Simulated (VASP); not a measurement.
# Hf (P6_3/mmc) in VASP: notebook

The runs below take Hf through single point, with PBE.

All numbers are computed with VASP 6.6.1; they aren't measurements. Logs are shortened: lines on timing, memory, paths and dates and some standing lists are left out, and cuts for length are marked.

### Step 1. The cell of the first run

Symmetry: P6_3/mmc, No. 194, hexagonal system. The conventional cell has a = 3.197 Å, b = 3.197 Å, c = 5.058 Å, α = 90.00°, β = 90.00°, γ = 120.00°. Within 4.1 Å of Hf (site symmetry -6m2) lie 12 Hf at 3.13 to 3.20 Å.

### Step 2. Single point, PBE

The input, INCAR:

```
  ALGO = Fast
  EDIFF = 1E-6
  ENCUT = 520
  GGA = PE
  ISIF = 2
  ISMEAR = 0
  LASPH = T
  LCHARG = F
  LREAL = F
  LWAVE = F
  NBANDS = 17
  NELM = 100
  PREC = Accurate
  SIGMA = 0.1
```

The input, KPOINTS:

```
k-points
0
Gamma
  6 6 4
```

The input, POSCAR:

```
Hf
1.0
    3.1967000000      0.0000000000      0.0000000000
   -1.5983500000      2.7684234083      0.0000000000
    0.0000000000      0.0000000000      5.0578000000
Hf
2
Direct
    0.3333333333      0.6666666667      0.2500000000
    0.6666666667      0.3333333333      0.7500000000
```

Potentials or basis: VASP PAW PBE potentials, release 64 (Hf_pv).

Started as:

```console
> cat potpaw_PBE.64/Hf_pv/POTCAR > POTCAR
> mpirun -np 1 vasp_std > vasp.out
```

OUTCAR:

```text
EDIFF = 1E-6
   ENCUT = 520
   GGA = PE
   ISIF = 2
   ISMEAR = 0
   LASPH = T
   LREAL = F
   NELM = 100
   PREC = Accurate

 ion  position               nearest neighbor table
   1  0.333  0.667  0.250-   2 3.13   2 3.13   2 3.13   2 3.13   2 3.13   2 3.13
   2  0.667  0.333  0.750-   1 3.13   1 3.13   1 3.13   1 3.13   1 3.13   1 3.13

  LATTYP: Found a hexagonal cell.
 ALAT       =     3.1967000000
 C/A-ratio  =     1.5821941377

  Lattice vectors:

 A1 = (   3.1967000000,   0.0000000000,   0.0000000000)
 A2 = (  -1.5983500000,   2.7684234083,   0.0000000000)
 A3 = (   0.0000000000,   0.0000000000,   5.0578000000)

Analysis of symmetry for initial positions (statically):
=====================================================================
 Subroutine PRICEL returns:
 Original cell was already a primitive cell.

 Routine SETGRP: Setting up the symmetry group for a
 hexagonal supercell.

 Subroutine GETGRP returns: Found 24 space group operations
 (whereof 12 operations were pure point group operations)
 out of a pool of 24 trial point group operations.

The static configuration has the point symmetry D_3d.
 The point group associated with its full space group is D_6h.

Analysis of symmetry for dynamics (positions and initial velocities):
=====================================================================
 Subroutine PRICEL returns:
 Original cell was already a primitive cell.

 Routine SETGRP: Setting up the symmetry group for a
 hexagonal supercell.

 Subroutine GETGRP returns: Found 24 space group operations
 (whereof 12 operations were pure point group operations)
 out of a pool of 24 trial point group operations.

The dynamic configuration has the point symmetry D_3d.
 The point group associated with its full space group is D_6h.

 Subroutine INISYM returns: Found 24 space group operations
 (whereof 12 operations are pure point group operations),
 and found     1 'primitive' translations

----------------------------------------------------------------------------------------

                                     Primitive cell

  volume of cell :      44.7606

  direct lattice vectors                    reciprocal lattice vectors
     3.196700000  0.000000000  0.000000000     0.312822598  0.180608211  0.000000000
    -1.598350000  2.768423408  0.000000000     0.000000000  0.361216423  0.000000000
     0.000000000  0.000000000  5.057800000     0.000000000  0.000000000  0.197714421

  length of vectors
     3.196700000  3.196700000  5.057800000     0.361216423  0.361216423  0.197714421

  position of ions in fractional coordinates (direct lattice)
     0.333333333  0.666666667  0.250000000
     0.666666667  0.333333333  0.750000000

  ion indices of the primitive-cell ions
   primitive index   ion index
                 1           1
                 2           2

----------------------------------------------------------------------------------------

 KPOINTS: k-points

Automatic generation of k-mesh.
 Grid dimensions read from file:
 generate k-points for:    6    6    4

 Generating k-lattice:

  Cartesian coordinates                     Fractional coordinates (reciprocal lattice)
     0.052137100  0.030101369  0.000000000     0.166666667  0.000000000  0.000000000
     0.000000000  0.060202737  0.000000000     0.000000000  0.166666667  0.000000000
     0.000000000  0.000000000  0.049428605     0.000000000  0.000000000  0.250000000

  Length of vectors
     0.060202737  0.060202737  0.049428605

  Shift w.r.t. Gamma in fractional coordinates (k-lattice)
     0.000000000  0.000000000  0.000000000

 Subroutine IBZKPT returns following result:
 ===========================================

 Found     21 irreducible k-points:

 Following reciprocal coordinates:
            Coordinates               Weight
  0.000000  0.000000  0.000000      1.000000
  0.166667  0.000000  0.000000      6.000000
  0.333333  0.000000  0.000000      6.000000
  0.500000  0.000000  0.000000      3.000000
  0.166667  0.166667  0.000000      6.000000
  0.333333  0.166667  0.000000     12.000000
[... 13 lines left out ...]
  0.333333  0.166667  0.500000     12.000000
  0.333333  0.333333  0.500000      2.000000
   k-points           NKPTS =     21   k-points in BZ     NKDIM =     21   number of bands    NBANDS=     17
   number of dos      NEDOS =    301   number of ions     NIONS =      2
   total plane-waves  NPLWV =  23040
   dimension x,y,z NGX =    24 NGY =   24 NGZ =   40
   dimension x,y,z NGXF=    48 NGYF=   48 NGZF=   80
   ions per type =               2
   NGX,Y,Z   is equivalent  to a cutoff of  12.48, 12.48, 13.15 a.u.
   NGXF,Y,Z  is equivalent  to a cutoff of  24.96, 24.96, 26.30 a.u.
 SYSTEM =  unknown system
   PREC   = accura    normal or accurate (medium, high low for compatibility)
   ISTART =      0    job   : 0-new  1-cont  2-samecut
   ICHARG =      2    charge: 1-file 2-atom 10-const
   ISPIN  =      1    spin polarized calculation?
   LNONCOLLINEAR =      F non collinear calculations
   LSORBIT =      F    spin-orbit coupling
   LASPH  =      T    aspherical Exc in radial PAW
   ENCUT  =  520.0 eV  38.22 Ry    6.18 a.u.   5.94  5.94  9.40*2*pi/ulx,y,z
   NELM   =    100;   NELMIN=  2; NELMDL= -5     # of ELM steps
   EDIFF  = 0.1E-05   stopping-criterion for ELM
   LREAL  =      F    real-space projection
   EDIFFG = 0.1E-04   stopping-criterion for IOM
   NSW    =      0    number of steps for IOM
   IBRION =     -1    ionic relax: 0-MD 1-quasi-New 2-CG
   NFREE  =      0    steps in history (QN), initial steepest desc. (CG)
   ISIF   =      2    stress and relaxation
   ISYM   =      2    0-nonsym 1-usesym 2-fastsym
   POTIM  = 0.5000    time-step for ionic-motion
   TEBEG  =    0.0;   TEEND  =   0.0 temperature during run
   PSTRESS=    0.0 pullay stress
   NELECT =      20.0000    total number of electrons
   NUPDOWN=      -1.0000    fix difference up-down
   EMIN   =  10.00;   EMAX   =-10.00  energy-range for DOS
   EFERMI =   0.00;   METHOD = LEGACY
   ISMEAR =     0;   SIGMA  =   0.10  broadening in eV -4-tet -1-fermi 0-gaus
   EFERMI_NEDOS =   21; number of points for ismear=-14 and -15
   IALGO  =     68    algorithm
   IMIX   =      4    mixing-type and parameters
     AMIX     =   0.40;   BMIX     =  1.00
     AMIX_MAG =   1.60;   BMIX_MAG =  1.00
  volume/ion in A,a.u.               =      22.38       151.03
  Fermi-wavevector in a.u.,A,eV,Ry     =   1.251563  2.365112 21.312311  1.566411
  Thomas-Fermi vector in A             =   2.385505
   LORBIT       =      0    0 simple, 1 ext, 2 COOP (PROOUT), +10 PAW based schemes
   GGA     = PE    functional components
   LHFCALC =     F    Hartree Fock is set to
   AEXX    =    0.0000 exact exchange contribution
   IVDW    =     0    specifies the selected vdW correction
   LEPSILON=     F    determine dielectric tensor
   LRPA    =     F    only Hartree local field effects (RPA)
 non-spin polarized calculation
 RMM-DIIS sequential band-by-band and
 Gauss-broadening in eV      SIGMA  =   0.10
  energy-cutoff  :      520.00
  volume of cell :       44.76
 maximum number of plane-waves:      1236
 NGX is ok and might be reduce to    24
   NGX = 11   NGY = 11   NGZ = 19

 number of electron      20.0000004 magnetization

 Free energy of the ion-electron system (eV)
  ---------------------------------------------------
  ext. energy  EPLUGINS =         0.00000000
  ---------------------------------------------------
  free energy    TOTEN  =       -19.82753511 eV

  energy without entropy =      -19.80959138  energy(sigma->0) =      -19.81856325

 E-fermi :   4.9686     XC(G=0): -11.2818

 val. band max:        4.9668069740   @ k =   0.3333   0.3333   0.2500
 cond. band min:       4.9856703135   @ k =   0.3333   0.1667   0.5000
 fundamental gap:      0.0188633395
 Fermi energy:         4.9685793486

 k-point     1 :       0.0000    0.0000    0.0000
  band No.  band energies     occupation
      1     -26.1544      2.00000
      2     -25.4223      2.00000
      3     -25.4223      2.00000
      4     -25.2948      2.00000
      5     -25.2948      2.00000
      6     -25.2888      2.00000
[... 9 lines left out ...]
     16       7.5557      0.00000
     17      10.2493      0.00000

 k-point     2 :       0.1667    0.0000    0.0000
  band No.  band energies     occupation
      1     -26.0852      2.00000
      2     -25.5646      2.00000
      3     -25.4689      2.00000
      4     -25.4422      2.00000
      5     -25.3219      2.00000
      6     -25.3149      2.00000
[... 9 lines left out ...]
     16       7.6473      0.00000
     17      10.7382      0.00000

 k-point     3 :       0.3333    0.0000    0.0000
  band No.  band energies     occupation
      1     -25.9157      2.00000
      2     -25.8491      2.00000
      3     -25.7159      2.00000
      4     -25.5558      2.00000
      5     -25.4186      2.00000
      6     -25.3600      2.00000
[... 9 lines left out ...]
     16       9.5583      0.00000
     17      11.2431      0.00000

 k-point     4 :       0.5000    0.0000    0.0000
  band No.  band energies     occupation
      1     -25.9901      2.00000
      2     -25.8442      2.00000
      3     -25.7889      2.00000
      4     -25.5971      2.00000
      5     -25.5087      2.00000
      6     -25.3840      2.00000
[... 9 lines left out ...]
     16      11.3800      0.00000
     17      11.8600      0.00000
[... 283 lines left out ...]
      1     -25.8770      2.00000
      2     -25.8770      2.00000
      3     -25.5233      2.00000
      4     -25.5233      2.00000
      5     -25.4347      2.00000
      6     -25.4347      2.00000
[... 9 lines left out ...]
     16       9.5907      0.00000
     17      10.4703      0.00000

 k-point    20 :       0.3333    0.1667    0.5000
  band No.  band energies     occupation
      1     -25.9971      2.00000
      2     -25.9971      2.00000
      3     -25.6174      2.00000
      4     -25.6174      2.00000
      5     -25.4411      2.00000
      6     -25.4411      2.00000
[... 9 lines left out ...]
     16      10.4768      0.00000
     17      11.7484      0.00000

 k-point    21 :       0.3333    0.3333    0.5000
  band No.  band energies     occupation
      1     -25.9559      2.00000
      2     -25.9559      2.00000
      3     -25.7493      2.00000
      4     -25.7493      2.00000
      5     -25.4269      2.00000
      6     -25.4269      2.00000
[... 9 lines left out ...]
     16       9.9749      0.00000
     17      13.4919      0.00000

------------------------ aborting loop because EDIFF is reached ----------------------------------------

  FORCE on cell =-STRESS in cart. coord.  units (eV):
  Direction    XX          YY          ZZ          XY          YZ          ZX
  --------------------------------------------------------------------------------------
  -------------------------------------------------------------------------------------
  Total        0.0896831      0.0896831      0.3073401      0.0000000      0.0000000      0.0000000
  in kB        3.2101477      3.2101477     11.0010399      0.0000000      0.0000000      0.0000000
  external PRESSURE =       5.8071118 kB  Pullay stress =       0.0000000 kB

 VOLUME and BASIS-vectors are now :
 -----------------------------------------------------------------------------
  energy-cutoff  :      520.00
  volume of cell :       44.76
      direct lattice vectors                 reciprocal lattice vectors
     3.196700000  0.000000000  0.000000000     0.312822598  0.180608211  0.000000000
    -1.598350000  2.768423408  0.000000000     0.000000000  0.361216423  0.000000000
     0.000000000  0.000000000  5.057800000     0.000000000  0.000000000  0.197714421

 POSITION                                       TOTAL-FORCE (eV/Angst)
 -----------------------------------------------------------------------------------
     -0.00000      1.84562      1.26445        -0.000000      0.000000      0.000000
      1.59835      0.92281      3.79335         0.000000      0.000000      0.000000
 -----------------------------------------------------------------------------------
    total drift:                               -0.000000      0.000000     -0.000000

  FREE ENERGIE OF THE ION-ELECTRON SYSTEM (eV)
  ---------------------------------------------------
  free  energy   TOTEN  =       -19.8275351100 eV

  energy  without entropy=      -19.8095913825  energy(sigma->0) =      -19.81856325
```

It took 10 s on 1 thread of Intel Xeon Platinum 8488C (Sapphire Rapids), shared host; peak memory 0.15 GiB.

Results:

- Free energy: -19.8275 eV
- Pressure: 0.6 GPa
- Band gap on the k mesh: zero (band 10 reaches 6.09 eV, above the bottom of band 11 at 4.72 eV)

Stress tensor (GPa, compression positive):
```
0.32 0.00 0.00
0.00 0.32 0.00
0.00 0.00 1.10
```

Caveat: the k points lie up to 0.38 Å⁻¹ apart; spin-orbit coupling is left out, which moves the levels of the heavy elements.

(Continued in part 2 of 2.)
